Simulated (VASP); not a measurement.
Crystal: ScTaN.

```
CELL_PARAMETERS angstrom
3.08507 0.00000 0.00000
-1.54253 2.67175 0.00000
0.00000 0.00000 10.34014
ATOMIC_POSITIONS crystal
Ta 0.33333 0.66667 0.24563
Ta 0.66667 0.33333 0.75437
Sc 0.00000 0.00000 0.00000
Sc 0.00000 0.00000 0.50000
N 0.33333 0.66667 0.62984
N 0.66667 0.33333 0.37016
```

Base run:

| Quantity | Value |
| --- | --- |
| Program | VASP 6.6.1 |
| Functional | PBE |
| Potentials or basis | VASP PAW PBE potentials, release 64 (Ta_pv, Sc_sv, N) |
| Cutoff | 520 eV |
| k mesh | 10 × 10 × 3 |
| Occupations | fermi-dirac, width 0.05 eV |
| Spin | no spin polarisation |

Its results: band gap on the k mesh zero (band 27 reaches 6.83 eV, above the bottom of band 28 at 6.06 eV); pressure 0.0 GPa; largest force 0.010 eV/Å.

Q: The run is repeated on the same cell with these changes: functional from PBE to r2SCAN. What comes out?

A: Band gap on the k mesh zero (band 27 reaches 6.97 eV, above the bottom of band 28 at 6.08 eV); pressure -1.5 GPa; largest force 0.095 eV/Å.

Caveats: spin-orbit coupling is left out, which moves the levels of the heavy elements; the PAW data sets were made with another functional, which shifts forces and pressure a little (some runs).
